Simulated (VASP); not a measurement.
HfN:

```
Hf N
1.0
     0.00000    2.25900    2.25900
     2.25900    0.00000    2.25900
     2.25900    2.25900    0.00000
Hf N
1 1
Direct
  0.00000 0.00000 0.00000
  0.50000 0.50000 0.50000
```

* Program: VASP 6.6.1
* Task: relaxation of cell and atoms
* Functional: PBEsol
* Potentials or basis: VASP PAW PBE potentials, release 64 (Hf_pv, N)
* Cutoff: 600 eV
* k mesh: 16 × 16 × 16
* Occupations: gaussian, width 0.1 eV
* Spin: no spin polarisation

At the start: pressure -5.3 GPa; volume 11.53 Å³/atom.

**Question.** How do energy, volume and symmetry change on relaxing?

**Answer.** Over 3 steps the energy falls by 3.6 meV/atom and the volume is 11.31 Å³/atom (-1.9 %); space group Fm-3m (No. 225, to 0.05 Å).

The path:
| step | energy change (eV) | largest force (eV/Å) | pressure (GPa) | volume (Å³) |
| --- | --- | --- | --- | --- |
| 1 | 0.0000 | 0.0000 | -5.31 | 23.06 |
| 2 | 0.0216 | 0.0000 | 11.69 | 21.80 |
| 3 | -0.0073 | 0.0000 | -0.06 | 22.63 |

Final structure:
```xyz
2
Lattice="0.0000 2.2449 2.2449 2.2449 0.0000 2.2449 2.2449 2.2449 0.0000" Properties=species:S:1:pos:R:3 pbc="T T T"
Hf    0.0000    0.0000    0.0000
N     2.2449    2.2449    2.2449
```

Caveat: the PAW data sets were made with another functional, which shifts forces and pressure a little.
